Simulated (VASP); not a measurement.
# Ta7N8 (Fm-3m) in VASP: single point with PBEsol

Aim: the single point of Ta7N8 with PBEsol.

Program: VASP 6.6.1. These are calculated values, not measurements. Logs are shortened: lines on timing, memory, paths and dates and some standing lists are left out, and cuts for length are marked.

## (1) The cell of the first run

It takes space group Fm-3m (No. 225, cubic). Conventional cell: a = 8.647 Å, b = 8.647 Å, c = 8.647 Å, α = 90.00°, β = 90.00°, γ = 90.00°. Within 2.9 Å of Ta (site symmetry mmm) lie 6 N at 2.16 Å. Ta (site symmetry m-3m) has 6 N at 2.19 Å within 2.9 Å. Within 2.9 Å of N (site symmetry -43m) lie 6 Ta at 2.16 Å. Within 2.9 Å of N (site symmetry 4mm) lie 5 Ta at 2.16 to 2.19 Å.

## (2) Single point, PBEsol

INCAR

```
SYSTEM = Ta7N8
PREC = Accurate
ENCUT = 520
EDIFF = 1E-7
ISMEAR = 0
SIGMA = 0.2
LREAL = Auto
LASPH = .True.
NELM = 60
ALGO = Normal
ISIF = 2
LWAVE = .False.
LCHARG = .True.
GGA = PS
LELF = .True.
LVHAR = .True.
NBANDS = 72
```

KPOINTS

```
Automatic mesh
0
Gamma
  12 12 12
  0 0 0
```

POSCAR

```
Ta7N8
1.0
    0.0000000000      4.3232835840      4.3232835840
    4.3232835840      0.0000000000      4.3232835840
    4.3232835840      4.3232835840      0.0000000000
Ta N
7 8
Direct
    0.0000000000      0.0000000000      0.5000000000
    0.0000000000      0.5000000000      0.0000000000
    0.0000000000      0.5000000000      0.5000000000
    0.5000000000      0.0000000000      0.0000000000
    0.5000000000      0.0000000000      0.5000000000
    0.5000000000      0.5000000000      0.0000000000
    0.5000000000      0.5000000000      0.5000000000
    0.2500000000      0.2500000000      0.2500000000
    0.2466718002      0.2466718002      0.7533281998
    0.2466718002      0.7533281998      0.2466718002
    0.2466718002      0.7533281998      0.7533281998
    0.7533281998      0.2466718002      0.2466718002
    0.7533281998      0.2466718002      0.7533281998
    0.7533281998      0.7533281998      0.2466718002
    0.7500000000      0.7500000000      0.7500000000
```

Potentials or basis: VASP PAW PBE potentials, release 64 (Ta_pv, N).

The run is started by

```console
> cat potpaw_PBE.64/Ta_pv/POTCAR potpaw_PBE.64/N/POTCAR > POTCAR
> mpirun -np 1 vasp_std > vasp.out
```

OUTCAR:

```text
SYSTEM = Ta7N8
   PREC = Accurate
   ENCUT = 520
   EDIFF = 1E-7
   ISMEAR = 0
   LREAL = Auto
   LASPH = .True.
   NELM = 60
   ISIF = 2
   GGA = PS

 ion  position               nearest neighbor table
   1  0.000  0.000  0.500-   8 2.16  15 2.16  11 2.16  12 2.16  13 2.16  10 2.16   3 3.06   5 3.06
                             2 3.06   4 3.06   2 3.06   3 3.06   7 3.06   4 3.06   5 3.06   7 3.06
   2  0.000  0.500  0.000-   8 2.16  15 2.16  11 2.16  12 2.16  14 2.16   9 2.16   3 3.06   6 3.06
                             1 3.06   3 3.06   7 3.06   1 3.06   4 3.06   4 3.06   6 3.06   7 3.06
   3  0.000  0.500  0.500-   8 2.16  15 2.16  10 2.16  13 2.16  14 2.16   9 2.16   1 3.06   2 3.06
                             7 3.06   2 3.06   6 3.06   1 3.06   5 3.06   5 3.06   6 3.06   7 3.06
   4  0.500  0.000  0.000-   8 2.16  15 2.16  10 2.16  13 2.16  14 2.16   9 2.16   5 3.06   6 3.06
                             1 3.06   5 3.06   7 3.06   2 3.06   6 3.06   7 3.06   1 3.06   2 3.06
   5  0.500  0.000  0.500-   8 2.16  15 2.16  11 2.16  12 2.16  14 2.16   9 2.16   1 3.06   4 3.06
                             7 3.06   4 3.06   6 3.06   3 3.06   6 3.06   7 3.06   1 3.06   3 3.06
   6  0.500  0.500  0.000-   8 2.16  15 2.16  11 2.16  12 2.16  13 2.16  10 2.16   2 3.06   4 3.06
                             7 3.06   3 3.06   5 3.06   7 3.06   4 3.06   5 3.06   2 3.06   3 3.06
   7  0.500  0.500  0.500-   9 2.19  10 2.19  11 2.19  12 2.19  13 2.19  14 2.19   3 3.06   5 3.06
                             6 3.06   2 3.06   4 3.06   6 3.06   1 3.06   4 3.06   5 3.06   1 3.06
   8  0.250  0.250  0.250-   1 2.16   2 2.16   3 2.16   4 2.16   5 2.16   6 2.16
   9  0.247  0.247  0.753-   2 2.16   3 2.16   4 2.16   5 2.16   7 2.19
  10  0.247  0.753  0.247-   1 2.16   3 2.16   4 2.16   6 2.16   7 2.19
  11  0.247  0.753  0.753-   1 2.16   2 2.16   5 2.16   6 2.16   7 2.19
  12  0.753  0.247  0.247-   1 2.16   2 2.16   5 2.16   6 2.16   7 2.19
  13  0.753  0.247  0.753-   1 2.16   3 2.16   4 2.16   6 2.16   7 2.19
  14  0.753  0.753  0.247-   2 2.16   3 2.16   4 2.16   5 2.16   7 2.19
  15  0.750  0.750  0.750-   1 2.16   2 2.16   3 2.16   4 2.16   5 2.16   6 2.16

  LATTYP: Found a face centered cubic cell.
 ALAT       =     8.6465671680

  Lattice vectors:

 A1 = (   0.0000000000,   4.3232835840,   4.3232835840)
 A2 = (   4.3232835840,   0.0000000000,   4.3232835840)
 A3 = (   4.3232835840,   4.3232835840,   0.0000000000)

Analysis of symmetry for initial positions (statically):
=====================================================================
 Subroutine PRICEL returns:
 Original cell was already a primitive cell.

 Routine SETGRP: Setting up the symmetry group for a
 face centered cubic supercell.

 Subroutine GETGRP returns: Found 48 space group operations
 (whereof 48 operations were pure point group operations)
 out of a pool of 48 trial point group operations.

The static configuration has the point symmetry O_h .

Analysis of symmetry for dynamics (positions and initial velocities):
=====================================================================
 Subroutine PRICEL returns:
 Original cell was already a primitive cell.

 Routine SETGRP: Setting up the symmetry group for a
 face centered cubic supercell.

 Subroutine GETGRP returns: Found 48 space group operations
 (whereof 48 operations were pure point group operations)
 out of a pool of 48 trial point group operations.

The dynamic configuration has the point symmetry O_h .

 Subroutine INISYM returns: Found 48 space group operations
 (whereof 48 operations are pure point group operations),
 and found     1 'primitive' translations

----------------------------------------------------------------------------------------

                                     Primitive cell

  volume of cell :     161.6111

  direct lattice vectors                    reciprocal lattice vectors
     0.000000000  4.323283584  4.323283584    -0.115652834  0.115652834  0.115652834
     4.323283584  0.000000000  4.323283584     0.115652834 -0.115652834  0.115652834
     4.323283584  4.323283584  0.000000000     0.115652834  0.115652834 -0.115652834

  length of vectors
     6.114046278  6.114046278  6.114046278     0.200316585  0.200316585  0.200316585

  position of ions in fractional coordinates (direct lattice)
     0.000000000  0.000000000  0.500000000
     0.000000000  0.500000000  0.000000000
[... 50 lines left out ...]
  Shift w.r.t. Gamma in fractional coordinates (k-lattice)
     0.000000000  0.000000000  0.000000000

 Subroutine IBZKPT returns following result:
 ===========================================

 Found     72 irreducible k-points:

 Following reciprocal coordinates:
            Coordinates               Weight
  0.000000  0.000000  0.000000      1.000000
  0.083333  0.000000  0.000000      8.000000
  0.166667  0.000000  0.000000      8.000000
  0.250000  0.000000  0.000000      8.000000
  0.333333  0.000000  0.000000      8.000000
  0.416667  0.000000  0.000000      8.000000
[... 16 lines left out ...]
  0.500000  0.166667  0.000000     24.000000
 -0.416667  0.166667  0.000000     24.000000
 [... further k-points ...]
   k-points           NKPTS =     72   k-points in BZ     NKDIM =     72   number of bands    NBANDS=     72
   number of dos      NEDOS =    301   number of ions     NIONS =     15
   total plane-waves  NPLWV = 110592
   dimension x,y,z NGX =    48 NGY =   48 NGZ =   48
   dimension x,y,z NGXF=    96 NGYF=   96 NGZF=   96
   ions per type =               7   8
   NGX,Y,Z   is equivalent  to a cutoff of  13.05, 13.05, 13.05 a.u.
   NGXF,Y,Z  is equivalent  to a cutoff of  26.10, 26.10, 26.10 a.u.
 SYSTEM =  Ta7N8
   PREC   = accura    normal or accurate (medium, high low for compatibility)
   ISTART =      0    job   : 0-new  1-cont  2-samecut
   ICHARG =      2    charge: 1-file 2-atom 10-const
   ISPIN  =      1    spin polarized calculation?
   LNONCOLLINEAR =      F non collinear calculations
   LSORBIT =      F    spin-orbit coupling
   LASPH  =      T    aspherical Exc in radial PAW
   ENCUT  =  520.0 eV  38.22 Ry    6.18 a.u.  11.37 11.37 11.37*2*pi/ulx,y,z
   NELM   =     60;   NELMIN=  2; NELMDL= -5     # of ELM steps
   EDIFF  = 0.1E-06   stopping-criterion for ELM
   LREAL  =      T    real-space projection
   EDIFFG = 0.1E-05   stopping-criterion for IOM
   NSW    =      0    number of steps for IOM
   IBRION =     -1    ionic relax: 0-MD 1-quasi-New 2-CG
   NFREE  =      0    steps in history (QN), initial steepest desc. (CG)
   ISIF   =      2    stress and relaxation
   ISYM   =      2    0-nonsym 1-usesym 2-fastsym
   POTIM  = 0.5000    time-step for ionic-motion
   TEBEG  =    0.0;   TEEND  =   0.0 temperature during run
   PSTRESS=    0.0 pullay stress
   NELECT =     117.0000    total number of electrons
   NUPDOWN=      -1.0000    fix difference up-down
   EMIN   =  10.00;   EMAX   =-10.00  energy-range for DOS
   EFERMI =   0.00;   METHOD = LEGACY
   ISMEAR =     0;   SIGMA  =   0.20  broadening in eV -4-tet -1-fermi 0-gaus
   EFERMI_NEDOS =   21; number of points for ismear=-14 and -15
   IALGO  =     38    algorithm
   IMIX   =      4    mixing-type and parameters
     AMIX     =   0.40;   BMIX     =  1.00
     AMIX_MAG =   1.60;   BMIX_MAG =  1.00
  volume/ion in A,a.u.               =      10.77        72.71
  Fermi-wavevector in a.u.,A,eV,Ry     =   1.469986  2.777870 29.400251  2.160857
  Thomas-Fermi vector in A             =   2.585297
   LORBIT       =      0    0 simple, 1 ext, 2 COOP (PROOUT), +10 PAW based schemes
   GGA     = PS    functional components
   LHFCALC =     F    Hartree Fock is set to
   AEXX    =    0.0000 exact exchange contribution
   IVDW    =     0    specifies the selected vdW correction
   LEPSILON=     F    determine dielectric tensor
   LRPA    =     F    only Hartree local field effects (RPA)
 non-spin polarized calculation
 Gauss-broadening in eV      SIGMA  =   0.20
  energy-cutoff  :      520.00
  volume of cell :      161.61
 maximum number of plane-waves:      4385
 NGX is ok and might be reduce to    48
   NGX = 23   NGY = 23   NGZ = 23

 number of electron     116.9999995 magnetization

 Free energy of the ion-electron system (eV)
  ---------------------------------------------------
  ext. energy  EPLUGINS =         0.00000000
  ---------------------------------------------------
  free energy    TOTEN  =      -173.82090667 eV

  energy without entropy =     -173.70474258  energy(sigma->0) =     -173.76282462

 E-fermi :   8.3517     XC(G=0): -13.2147

 val. band max:        8.3498610551   @ k =  -0.4167   0.0833   0.0000
 cond. band min:       8.3535188419   @ k =   0.5000   0.3333   0.0000
 fundamental gap:      0.0036577868
 Fermi energy:         8.3516606119

 k-point     1 :       0.0000    0.0000    0.0000
  band No.  band energies     occupation
      1     -28.2631      2.00000
      2     -28.0261      2.00000
      3     -28.0261      2.00000
      4     -28.0261      2.00000
      5     -27.8106      2.00000
      6     -27.8106      2.00000
[... 1741 lines left out ...]
     69      11.2095      0.00000
     70      11.2262      0.00000

 [... further k-points ...]

 [bands above 70 left out]

------------------------ aborting loop because EDIFF is reached ----------------------------------------

  FORCE on cell =-STRESS in cart. coord.  units (eV):
  Direction    XX          YY          ZZ          XY          YZ          ZX
  --------------------------------------------------------------------------------------
  -------------------------------------------------------------------------------------
  Total        0.9335834      0.9335834      0.9335834      0.0000000     -0.0000000      0.0000000
  in kB        9.2553429      9.2553429      9.2553429      0.0000000     -0.0000000      0.0000000
  external PRESSURE =       9.2553429 kB  Pullay stress =       0.0000000 kB

 VOLUME and BASIS-vectors are now :
 -----------------------------------------------------------------------------
  energy-cutoff  :      520.00
  volume of cell :      161.61
      direct lattice vectors                 reciprocal lattice vectors
     0.000000000  4.323283584  4.323283584    -0.115652834  0.115652834  0.115652834
     4.323283584  0.000000000  4.323283584     0.115652834 -0.115652834  0.115652834
     4.323283584  4.323283584  0.000000000     0.115652834  0.115652834 -0.115652834

 POSITION                                       TOTAL-FORCE (eV/Angst)
 -----------------------------------------------------------------------------------
      2.16164      2.16164      0.00000        -0.000000      0.000000      0.000000
      2.16164      0.00000      2.16164        -0.000000      0.000000      0.000000
      4.32328      2.16164      2.16164        -0.000000      0.000000      0.000000
      0.00000      2.16164      2.16164        -0.000000      0.000000      0.000000
      2.16164      4.32328      2.16164        -0.000000      0.000000      0.000000
      2.16164      2.16164      4.32328        -0.000000      0.000000      0.000000
      4.32328      4.32328      4.32328        -0.000000      0.000000      0.000000
      2.16164      2.16164      2.16164        -0.000000      0.000000      0.000000
      4.32328      4.32328      2.13286        -0.000000      0.000000     -0.018635
      4.32328      2.13286      4.32328        -0.000000     -0.018635      0.000000
      6.51370      4.32328      4.32328         0.018635      0.000000      0.000000
      2.13286      4.32328      4.32328        -0.018635      0.000000      0.000000
      4.32328      6.51370      4.32328        -0.000000      0.018635      0.000000
      4.32328      4.32328      6.51370        -0.000000      0.000000      0.018635
      6.48493      6.48493      6.48493         0.000000      0.000000      0.000000
 -----------------------------------------------------------------------------------
    total drift:                                0.000000      0.000000      0.000000

  FREE ENERGIE OF THE ION-ELECTRON SYSTEM (eV)
  ---------------------------------------------------
  free  energy   TOTEN  =      -173.8209066653 eV

  energy  without entropy=     -173.7047425765  energy(sigma->0) =     -173.76282462
```

Wall time 71 min (1 thread of AMD EPYC 7R13, shared host); peak memory 0.63 GiB.

What came out:

```
Free energy            : -173.8209 eV
Pressure               : 0.9 GPa
Largest force          : 0.019 eV/Å
Band gap on the k mesh : zero (an odd number of electrons rules out a gap without spin polarisation)
```

Forces on the atoms (eV/Å):
```
Ta   0.000  0.000  0.000
Ta   0.000  0.000  0.000
Ta   0.000  0.000  0.000
Ta   0.000  0.000  0.000
Ta   0.000  0.000  0.000
Ta   0.000  0.000  0.000
Ta   0.000  0.000  0.000
N    0.000  0.000  0.000
N    0.000  0.000 -0.019
N    0.000 -0.019  0.000
N    0.019  0.000  0.000
N   -0.019  0.000  0.000
N    0.000  0.019  0.000
N    0.000  0.000  0.019
N    0.000  0.000  0.000
```

Levels at points of the mesh, in eV from the Fermi level:
```csv
k point,band 57,band 58,band 59,band 60,band 61,band 62
"(0.00, 0.00, 0.00)",-1.09,-1.09,-1.09,0.92,0.92,2.31
"(0.50, 0.00, 0.00)",-1.29,-1.22,-1.22,0.10,0.10,0.12
"(0.50, 0.50, 0.00)",0.43,0.54,0.54,0.68,0.98,0.99
```

Caveat: the PAW data sets were made with another functional, which shifts forces and pressure a little; spin-orbit coupling is left out, which moves the levels of the heavy elements.
